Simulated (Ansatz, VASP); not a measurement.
**SiBr6 in VASP and in Ansatz**

File INCAR:

```
SYSTEM = SiBr6
PREC = Accurate ; ENCUT = 520
EDIFF = 1E-6 ; ISMEAR = 0
SIGMA = 0.1 ; LREAL = .FALSE.
LASPH = .TRUE. ; NELM = 60
ALGO = Normal ; ISIF = 2
LWAVE = .FALSE. ; LCHARG = .FALSE.
GGA = PE ; NBANDS = 32
```

The input KPOINTS:

```
regular mesh
0
G
  4 4 4
  0 0 0
```

Contents of POSCAR:

```
SiBr6
1.0
    6.0769140800      0.0000000000      0.0000000000
    0.0000000000      6.0769140800      0.0000000000
    0.0000000000      0.0000000000      6.0769140800
Si Br
1 6
Direct
    0.0000000000      0.0000000000      0.0000000000
    0.5000000000      0.5000000000      0.2000000000
    0.5000000000      0.5000000000      0.8000000000
    0.2000000000      0.5000000000      0.5000000000
    0.8000000000      0.5000000000      0.5000000000
    0.5000000000      0.2000000000      0.5000000000
    0.5000000000      0.8000000000      0.5000000000
```

Input for Ansatz:

```yaml
crystal:
  lattice:
    - [6.07691408, 0.0, 0.0]
    - [0.0, 6.07691408, 0.0]
    - [0.0, 0.0, 6.07691408]
  atoms:
    - { symbol: Si, position: [0.0, 0.0, 0.0] }
    - { symbol: Br, position: [0.5, 0.5, 0.2] }
    - { symbol: Br, position: [0.5, 0.5, 0.8] }
    - { symbol: Br, position: [0.2, 0.5, 0.5] }
    - { symbol: Br, position: [0.8, 0.5, 0.5] }
    - { symbol: Br, position: [0.5, 0.2, 0.5] }
    - { symbol: Br, position: [0.5, 0.8, 0.5] }
basis:
  ecutwfc: 420
kpoints:
  mp_grid: { grid: [4, 4, 4] }
hamiltonian:
  xc: pbe
scf:
  occupations: { method: gaussian, width: 0.1 }
  lower_state_search: "off"
output:
  forces: true
  stress: true
  eigenvalues: true
```

Change from the starting cell: species swapped into the CaB6 type (Pm-3m, No. 221).

Alike in both runs: task single point; functional PBE; k mesh 4 × 4 × 4; occupations gaussian, width 0.1 eV; no spin polarisation.

|  | VASP | Ansatz |
| --- | --- | --- |
| version | VASP 6.6.1 | Ansatz 0.2.0 |
| potentials or method | VASP PAW PBE potentials, release 64 (Si, Br), cutoff 520 eV | scalar-relativistic, plane waves, PAW |
| valence electrons in the cell | 46 | 46 |

Ansatz gave:

```
gap on the k mesh at the Fermi level (eV) : none
pressure (GPa)                            : 21.1
rms of the force components (eV/Å)        : 2.917
```

**Question.** Estimate VASP's values.

**Answer.** gap on the k mesh at the Fermi level (eV): none; pressure (GPa): 21.1; rms of the force components (eV/Å): 2.924.

Atom by atom the forces differ by 0.006 eV/Å (rms over components). A gap of «none» marks a metal or a gap that the smearing closes.
